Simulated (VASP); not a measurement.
Here is a VASP 6.6.1 calculation.

The input INCAR:

```
PREC     = Accurate       # precision mode
ENCUT    = 520            # plane-wave cutoff, eV
EDIFF    = 1E-6           # SCF threshold, eV
ISMEAR   = -1             # smearing method
SIGMA    = 0.02           # smearing width, eV
LREAL    = False          # projectors in reciprocal space
LASPH    = True           # aspherical terms in the spheres
NELM     = 80             # most SCF steps
ALGO     = Normal         # electronic algorithm
ISIF     = 2              # what is computed and relaxed
LWAVE    = False          # write WAVECAR
LCHARG   = False          # write CHGCAR
GGA      = PE             # functional
NBANDS   = 16             # bands
```

Contents of KPOINTS:

```
Automatic mesh
0
Gamma
  8 8 8
```

The input POSCAR:

```
ZnS
1.0
    0.0000000000      2.6030256899      2.6030256899
    2.6030256899      0.0000000000      2.6030256899
    2.6030256899      2.6030256899      0.0000000000
Zn S
1 1
Direct
    0.0000000000      0.0000000000      0.0000000000
    0.2500000000      0.2500000000      0.2500000000
```

Potentials or basis: VASP PAW PBE potentials, release 64 (Zn, S).

The run is started by

```bash
$ cat potpaw_PBE.64/Zn/POTCAR potpaw_PBE.64/S/POTCAR > POTCAR
$ mpirun -np 1 vasp_std > vasp.out
```

Task: Predict the band gap on the k mesh.

Result: 2.62 eV, direct.

Task: Estimate the pressure.

Result: 12.7 GPa.

Caveat: the cell differs from its parent crystal (strain -3.4%).
